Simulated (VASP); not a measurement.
Here is a VASP 6.6.1 calculation.

File INCAR:

```
PREC = Accurate
ENCUT = 520
EDIFF = 1E-6
ISMEAR = 0
SIGMA = 0.15
LREAL = False
LASPH = True
NELM = 100
ALGO = Fast
ISIF = 2
LWAVE = False
LCHARG = False
GGA = PE
NBANDS = 12
```

The input KPOINTS:

```
Automatic mesh
0
Gamma
  24 24 24
```

POSCAR

```
Cu
1.0
    0.0000000000      2.0272984210      1.6080531075
    2.0272984210      0.0000000000      1.6080531075
    2.0272984210      2.0272984210      0.0000000000
Cu
1
Direct
    0.0000000000      0.0000000000      0.0000000000
```

Potentials or basis: VASP PAW PBE potentials, release 64 (Cu).

Command:

```sh
$ cat potpaw_PBE.64/Cu/POTCAR > POTCAR
$ mpirun -np 1 vasp_std > vasp.out
```

(1) Predict the pressure.

(2) What does it give for the band gap on the k mesh?

Results:

(1) -9.7 GPa.

(2) zero (an odd number of electrons rules out a gap without spin polarisation).

Caveat: the cell stands under tension.
